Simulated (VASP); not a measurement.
# TiO2 (I4_1/amd) in VASP: notebook

The runs below take TiO2 through single point, with PBE.

Everything below comes from runs of VASP 6.6.1. Logs are shortened: lines on timing, memory, paths and dates and some standing lists are left out, and cuts for length are marked.

### Step 1. The cell of the first run

Symmetry: I4_1/amd, No. 141, tetragonal system. Conventional cell: a = 3.756 Å, b = 3.756 Å, c = 9.030 Å, α = 90.00°, β = 90.00°, γ = 90.00°. Ti (site symmetry -4m2) has 6 O at 1.90 to 1.95 Å within 2.5 Å. O (site symmetry 2mm) has 3 Ti at 1.90 to 1.95 Å and 2 O at 2.49 Å within 2.5 Å.

### Step 2. Single point, PBE (10.62 Å³/atom)

File INCAR:

```
PREC     = Accurate       # precision mode
ENCUT    = 600            # plane-wave cutoff, eV
EDIFF    = 1E-6           # SCF threshold, eV
ISMEAR   = 0              # smearing method
SIGMA    = 0.02           # smearing width, eV
LREAL    = F              # projectors in reciprocal space
LASPH    = T              # aspherical terms in the spheres
NELM     = 120            # most SCF steps
ALGO     = Normal         # electronic algorithm
ISIF     = 2              # what is computed and relaxed
LWAVE    = F              # write WAVECAR
LCHARG   = T              # write CHGCAR
GGA      = PE             # functional
LELF     = T              # ELF
LVHAR    = T            
NBANDS   = 33             # bands
GGA_COMPAT= F
```

File KPOINTS:

```
regular mesh
0
Gamma
  10 10 10
```

File POSCAR:

```
TiO2
1.0
   -1.8780554920      1.8780554920      4.5150292026
    1.8780554920     -1.8780554920      4.5150292026
    1.8780554920      1.8780554920     -4.5150292026
Ti O
2 4
Direct
    0.0000000000      0.0000000000      0.0000000000
    0.7500000000      0.2500000000      0.5000000000
    0.2159463578      0.2159463578      0.0000000000
    0.9659463578      0.4659463578      0.5000000000
    0.5340536422      0.0340536422      0.5000000000
    0.7840536422      0.7840536422      0.0000000000
```

Potentials or basis: VASP PAW PBE potentials, release 64 (Ti_sv, O).

Command:

```
$ cat potpaw_PBE.64/Ti_sv/POTCAR potpaw_PBE.64/O/POTCAR > POTCAR
$ mpirun -np 1 vasp_std > vasp.out
```

OUTCAR:

```text
PREC = Accurate
   ENCUT = 600
   EDIFF = 1E-6
   ISMEAR = 0
   LREAL = F
   LASPH = T
   NELM = 120
   ISIF = 2
   GGA = PE

 ion  position               nearest neighbor table
   1  0.000  0.000  0.000-   5 1.90   4 1.90   5 1.90   4 1.90   3 1.95   6 1.95
   2  0.750  0.250  0.500-   6 1.90   3 1.90   6 1.90   3 1.90   4 1.95   5 1.95
   3  0.216  0.216  0.000-   2 1.90   2 1.90   1 1.95
   4  0.966  0.466  0.500-   1 1.90   1 1.90   2 1.95
   5  0.534  0.034  0.500-   1 1.90   1 1.90   2 1.95
   6  0.784  0.784  0.000-   2 1.90   2 1.90   1 1.95

  LATTYP: Found a body centered tetragonal cell.
 ALAT       =     3.7561109840
 C/A-ratio  =     2.4040978671

  Lattice vectors:

 A1 = (  -1.8780554920,   1.8780554920,   4.5150292026)
 A2 = (   1.8780554920,  -1.8780554920,   4.5150292026)
 A3 = (   1.8780554920,   1.8780554920,  -4.5150292026)

Analysis of symmetry for initial positions (statically):
=====================================================================
 Subroutine PRICEL returns:
 Original cell was already a primitive cell.

 Routine SETGRP: Setting up the symmetry group for a
 body centered tetragonal supercell.

 Subroutine GETGRP returns: Found 16 space group operations
 (whereof  8 operations were pure point group operations)
 out of a pool of 16 trial point group operations.

The static configuration has the point symmetry D_2d.
 The point group associated with its full space group is D_4h.

Analysis of symmetry for dynamics (positions and initial velocities):
=====================================================================
 Subroutine PRICEL returns:
 Original cell was already a primitive cell.

 Routine SETGRP: Setting up the symmetry group for a
 body centered tetragonal supercell.

 Subroutine GETGRP returns: Found 16 space group operations
 (whereof  8 operations were pure point group operations)
 out of a pool of 16 trial point group operations.

The dynamic configuration has the point symmetry D_2d.
 The point group associated with its full space group is D_4h.

 Subroutine INISYM returns: Found 16 space group operations
 (whereof  8 operations are pure point group operations),
 and found     1 'primitive' translations

----------------------------------------------------------------------------------------

                                     Primitive cell

  volume of cell :      63.6997

  direct lattice vectors                    reciprocal lattice vectors
    -1.878055492  1.878055492  4.515029203     0.000000000  0.266232815  0.110741255
[... 99 lines left out ...]
   NFREE  =      0    steps in history (QN), initial steepest desc. (CG)
   ISIF   =      2    stress and relaxation
   ISYM   =      2    0-nonsym 1-usesym 2-fastsym
   POTIM  = 0.5000    time-step for ionic-motion
   TEBEG  =    0.0;   TEEND  =   0.0 temperature during run
   PSTRESS=    0.0 pullay stress
   NELECT =      48.0000    total number of electrons
   NUPDOWN=      -1.0000    fix difference up-down
   EMIN   =  10.00;   EMAX   =-10.00  energy-range for DOS
   EFERMI =   0.00;   METHOD = LEGACY
   ISMEAR =     0;   SIGMA  =   0.02  broadening in eV -4-tet -1-fermi 0-gaus
   EFERMI_NEDOS =   21; number of points for ismear=-14 and -15
   IALGO  =     38    algorithm
   IMIX   =      4    mixing-type and parameters
     AMIX     =   0.40;   BMIX     =  1.00
     AMIX_MAG =   1.60;   BMIX_MAG =  1.00
  volume/ion in A,a.u.               =      10.62        71.64
  Fermi-wavevector in a.u.,A,eV,Ry     =   1.489736  2.815194 30.195610  2.219315
  Thomas-Fermi vector in A             =   2.602607
   LORBIT       =      0    0 simple, 1 ext, 2 COOP (PROOUT), +10 PAW based schemes
   GGA     = PE    functional components
   LHFCALC =     F    Hartree Fock is set to
   AEXX    =    0.0000 exact exchange contribution
   IVDW    =     0    specifies the selected vdW correction
   LEPSILON=     F    determine dielectric tensor
   LRPA    =     F    only Hartree local field effects (RPA)
 non-spin polarized calculation
 Gauss-broadening in eV      SIGMA  =   0.02
  energy-cutoff  :      600.00
  volume of cell :       63.70
 maximum number of plane-waves:      2158
 NGX is ok and might be reduce to    42
   NGX = 21   NGY = 21   NGZ = 21

 number of electron      48.0000004 magnetization

 Free energy of the ion-electron system (eV)
  ---------------------------------------------------
  ext. energy  EPLUGINS =         0.00000000
  ---------------------------------------------------
  free energy    TOTEN  =       -53.50617637 eV

  energy without entropy =      -53.50617637  energy(sigma->0) =      -53.50617637

 E-fermi :   4.2673     XC(G=0): -11.1253

 val. band max:        4.1312884145   @ k =   0.5000   0.5000   0.0000
 cond. band min:       6.0917076252   @ k =   0.0000   0.0000   0.0000
 fundamental gap:      1.9604192107
 Fermi energy:         4.2673071388

 k-point     1 :       0.0000    0.0000    0.0000
  band No.  band energies     occupation
      1     -52.2099      2.00000
      2     -52.1189      2.00000
      3     -28.7589      2.00000
      4     -28.4760      2.00000
      5     -28.4760      2.00000
      6     -28.3717      2.00000
[... 853 lines left out ...]
     32      11.0989      0.00000
     33      12.0494      0.00000

 [... further k-points ...]

------------------------ aborting loop because EDIFF is reached ----------------------------------------

  FORCE on cell =-STRESS in cart. coord.  units (eV):
  Direction    XX          YY          ZZ          XY          YZ          ZX
  --------------------------------------------------------------------------------------
  -------------------------------------------------------------------------------------
  Total        7.3602893      7.3602893      7.4115031      0.0000000     -0.0000000      0.0000000
  in kB      185.1262782    185.1262782    186.4144107      0.0000000     -0.0000000      0.0000000
  external PRESSURE =     185.5556557 kB  Pullay stress =       0.0000000 kB

 VOLUME and BASIS-vectors are now :
 -----------------------------------------------------------------------------
  energy-cutoff  :      600.00
  volume of cell :       63.70
      direct lattice vectors                 reciprocal lattice vectors
    -1.878055492  1.878055492  4.515029203     0.000000000  0.266232815  0.110741255
     1.878055492 -1.878055492  4.515029203     0.266232815  0.000000000  0.110741255
     1.878055492  1.878055492 -4.515029203     0.266232815  0.266232815  0.000000000

 POSITION                                       TOTAL-FORCE (eV/Angst)
 -----------------------------------------------------------------------------------
      0.00000      0.00000      0.00000        -0.000000     -0.000000     -0.000000
     -0.00000      1.87806      2.25751        -0.000000     -0.000000      0.000000
      0.00000      0.00000      1.95001        -0.000000      0.000000      0.029943
      0.00000      1.87806      4.20752         0.000000     -0.000000      0.029943
      0.00000      1.87806      0.30751         0.000000     -0.000000     -0.029943
      0.00000      0.00000      7.08005        -0.000000      0.000000     -0.029943
 -----------------------------------------------------------------------------------
    total drift:                                0.000000     -0.000000      0.000000

  FREE ENERGIE OF THE ION-ELECTRON SYSTEM (eV)
  ---------------------------------------------------
  free  energy   TOTEN  =       -53.5061763668 eV

  energy  without entropy=      -53.5061763668  energy(sigma->0) =      -53.50617637
```

stdout:

```text
POSCAR found type information on POSCAR TiO
 POSCAR found :  2 types and       6 ions
 scaLAPACK will be used
 LDA part: xc-table for (Slater+PW92), standard interpolation
 POSCAR, INCAR and KPOINTS ok, starting setup
 FFT: planning ... GRIDC
 FFT: planning ... GRID_SOFT
 FFT: planning ... GRID
 WAVECAR not read
 entering main loop
```

It took 9.8 min on 1 thread of Oxide Virtual Turin-like, shared host; peak memory 0.36 GiB.

Results:

```yaml
Free_energy: -53.5062 eV
Pressure: 18.6 GPa
Largest_force: 0.030 eV/Å
Band_gap_on_the_k_mesh: 1.96 eV (least direct gap 2.47 eV)
```

Forces on the atoms (eV/Å):
```
Ti   0.000  0.000  0.000
Ti   0.000  0.000  0.000
O    0.000  0.000  0.030
O    0.000  0.000  0.030
O    0.000  0.000 -0.030
O    0.000  0.000 -0.030
```

Levels at points of the mesh, in eV from the valence-band top:
```csv
k point,band 22,band 23,band 24,band 25,band 26,band 27
"(0.00, 0.00, 0.00)",-0.73,-0.69,-0.69,1.96,2.92,3.71
"(0.50, 0.00, 0.00)",-1.17,-0.96,-0.69,3.28,3.37,3.72
"(0.50, 0.50, 0.00)",-2.41,0.00,0.00,3.63,3.63,4.08
"(0.50, 0.50, 0.50)",-1.44,-0.30,-0.30,2.42,2.42,3.82
```

Caveat: the cell stands under pressure. A k mesh can miss the band edges.

### Step 3. Single point, PBE (10.97 Å³/atom)

This run uses another cell than the first one, of 10.97 Å³/atom.

File INCAR:

```
PREC = Accurate
ENCUT = 600
EDIFF = 1E-6
ISMEAR = 0
SIGMA = 0.02
LREAL = False
LASPH = True
NELM = 120
ALGO = Normal
ISIF = 2
LWAVE = False
LCHARG = False
GGA = PE
NBANDS = 33
GGA_COMPAT = False
```

File KPOINTS:

```
Automatic mesh
0
Gamma
  10 10 10
```

File POSCAR:

```
TiO2
1.0
   -1.8836574059      1.8836574059      4.6361772443
    1.8836574059     -1.8836574059      4.6361772443
    1.8836574059      1.8836574059     -4.6361772443
Ti O
2 4
Direct
    0.0000000000      0.0000000000      0.0000000000
    0.7500000000      0.2500000000      0.5000000000
    0.2121802161      0.2121802161      0.0000000000
    0.9621802161      0.4621802161      0.5000000000
    0.5378197839      0.0378197839      0.5000000000
    0.7878197839      0.7878197839      0.0000000000
```

Potentials or basis: VASP PAW PBE potentials, release 64 (Ti_sv, O).

Command:

```
$ cat potpaw_PBE.64/Ti_sv/POTCAR potpaw_PBE.64/O/POTCAR > POTCAR
$ mpirun -np 1 vasp_std > vasp.out
```

It took 15 min on 1 thread of Oxide Virtual Turin-like, shared host; peak memory 0.43 GiB.

It converged, with:

* Free energy: -53.7081 eV
* Pressure: 12.0 GPa
* Largest force: 0.023 eV/Å
* Band gap on the k mesh: 2.05 eV (least direct gap 2.47 eV)

Forces on the atoms (eV/Å):
```
Ti   0.000  0.000  0.000
Ti   0.000  0.000  0.000
O    0.000  0.000  0.023
O    0.000  0.000  0.023
O    0.000  0.000 -0.023
O    0.000  0.000 -0.023
```

Levels at points of the mesh, in eV from the valence-band top:
```
           k point  band 20  band 21  band 22  band 23  band 24  band 25  band 26  band 27  band 28  band 29
(0.00, 0.00, 0.00)    -0.77    -0.74    -0.74    -0.57    -0.57     2.05     2.89     3.86     3.86     3.96
(0.50, 0.00, 0.00)    -2.09    -2.06    -1.07    -0.90    -0.66     3.26     3.48     3.65     3.81     4.35
(0.50, 0.50, 0.00)    -2.79    -2.24    -2.24     0.00     0.00     3.49     3.49     3.96     3.96     5.00
(0.50, 0.50, 0.50)    -1.39    -1.35    -1.35    -0.20    -0.20     2.45     2.45     3.81     3.81     4.04
```

Caveat: the cell stands under pressure. A k mesh can miss the band edges.

### Step 4. Single point, PBE (11.32 Å³/atom)

This run uses another cell than the first one, of 11.32 Å³/atom.

File INCAR:

```
SYSTEM = TiO2
PREC = Accurate ; ENCUT = 600
EDIFF = 1E-6 ; ISMEAR = 0
SIGMA = 0.02 ; LREAL = .False.
LASPH = .True. ; NELM = 120
ALGO = Normal ; ISIF = 2
LWAVE = .False. ; LCHARG = .False.
GGA = PE ; NBANDS = 33
GGA_COMPAT = .False.
```

File KPOINTS:

```
regular mesh
0
Gamma
  10 10 10
  0 0 0
```

File POSCAR:

```
TiO2
1.0
   -1.8905748222      1.8905748222      4.7491950538
    1.8905748222     -1.8905748222      4.7491950538
    1.8905748222      1.8905748222     -4.7491950538
Ti O
2 4
Direct
    0.0000000000      0.0000000000      0.0000000000
    0.7500000000      0.2500000000      0.5000000000
    0.2090062826      0.2090062826      0.0000000000
    0.9590062826      0.4590062826      0.5000000000
    0.5409937174      0.0409937174      0.5000000000
    0.7909937174      0.7909937174      0.0000000000
```

Command:

```
$ cat potpaw_PBE.64/Ti_sv/POTCAR potpaw_PBE.64/O/POTCAR > POTCAR
$ mpirun -np 1 vasp_std > vasp.out
```

Run time: 18 min. Hardware: 1 thread of Oxide Virtual Turin-like, shared host; peak memory 0.43 GiB.

It converged, with:

```yaml
Free_energy: -53.8283 eV
Pressure: 6.0 GPa
Largest_force: 0.020 eV/Å
Band_gap_on_the_k_mesh: 2.09 eV (least direct gap 2.45 eV)
```

Forces on the atoms (eV/Å):
```
Ti   0.000  0.000  0.000
Ti   0.000  0.000  0.000
O    0.000  0.000  0.020
O    0.000  0.000  0.020
O    0.000  0.000 -0.020
O    0.000  0.000 -0.020
```

Levels at points of the mesh, in eV from the valence-band top:
```csv
k point,band 20,band 21,band 22,band 23,band 24,band 25,band 26,band 27,band 28,band 29
"(0.00, 0.00, 0.00)",-0.78,-0.77,-0.77,-0.49,-0.49,2.09,2.84,3.94,3.94,3.98
"(0.50, 0.00, 0.00)",-1.98,-1.97,-0.97,-0.86,-0.65,3.23,3.52,3.55,3.67,4.28
"(0.50, 0.50, 0.00)",-2.68,-2.10,-2.10,-0.02,-0.02,3.35,3.35,3.82,3.82,4.89
"(0.50, 0.50, 0.50)",-1.36,-1.29,-1.29,-0.14,-0.14,2.45,2.45,3.75,3.75,4.18
```

Caveat: the cell stands under pressure. A k mesh can miss the band edges.

(Part 1 of 2 ends here.)
